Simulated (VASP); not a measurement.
Set up this calculation in VASP 6.6.1, as the native input.

| Property | Result |
| --- | --- |
| Task | density of states |
| Functional | LDA |
| Potentials or basis | VASP PAW LDA potentials, release 64 (Cu) |
| Cutoff | 520 eV |
| k mesh | 18 × 18 × 18 |
| Occupations | fermi-dirac, width 0.05 eV |
| Spin | no spin polarisation |
| Dipole correction | no |
| k mesh for the DOS | 27 × 27 × 27 |
| Occupations for the DOS | tetrahedron |
| Further INCAR settings | ALGO = Normal; EDIFF = 1e-06 |

Cu:

```
Cu
1.0
     0.00000    1.34819    1.34819
     1.34819    0.00000    1.34819
     1.34819    1.34819    0.00000
Cu
1
Direct
  0.00000 0.00000 0.00000
```

This cell differs from its parent crystal: volume scaled by 0.45.

The input as run:

POSCAR

```
Cu
1.0
    0.0000000000      1.3481888179      1.3481888179
    1.3481888179      0.0000000000      1.3481888179
    1.3481888179      1.3481888179      0.0000000000
Cu
1
Direct
    0.0000000000      0.0000000000      0.0000000000
```

INCAR.step1

```
SYSTEM = Cu
  PREC = Accurate
  ENCUT = 520
  EDIFF = 1E-6
  ISMEAR = -1
  SIGMA = 0.05
  LREAL = .FALSE.
  LASPH = .TRUE.
  NELM = 100
  ALGO = Normal
  ISIF = 2
  LWAVE = .FALSE.
  LCHARG = .TRUE.
  LMAXMIX = 4
  GGA = CA
  NBANDS = 12
```

KPOINTS.step1

```
regular mesh
0
G
  18 18 18
  0 0 0
```

INCAR.step2

```
SYSTEM = Cu
  PREC = Accurate
  ENCUT = 520
  EDIFF = 1E-6
  ISMEAR = -5
  SIGMA = 0.05
  LREAL = .FALSE.
  LASPH = .TRUE.
  NELM = 100
  ALGO = Normal
  ISIF = 2
  LWAVE = .FALSE.
  LCHARG = .FALSE.
  LMAXMIX = 4
  GGA = CA
  LORBIT = 11
  NEDOS = 2001
  ICHARG = 11
```

KPOINTS.step2

```
regular mesh
0
G
  27 27 27
  0 0 0
```

Potentials or basis: VASP PAW LDA potentials, release 64 (Cu).

The run is started by

```console
$ cat potpaw_LDA.64/Cu/POTCAR > POTCAR
$ cp INCAR.step1 INCAR
$ cp KPOINTS.step1 KPOINTS
$ mpirun -np 1 vasp_std > vasp.out
$ cp INCAR.step2 INCAR
$ cp KPOINTS.step2 KPOINTS
$ mpirun -np 1 vasp_std > vasp.out
```

Wall time 7.8 s on 1 thread of Intel(R) Xeon(R) 6975P-C (Granite Rapids) (shared host), peak memory 0.13 GiB.
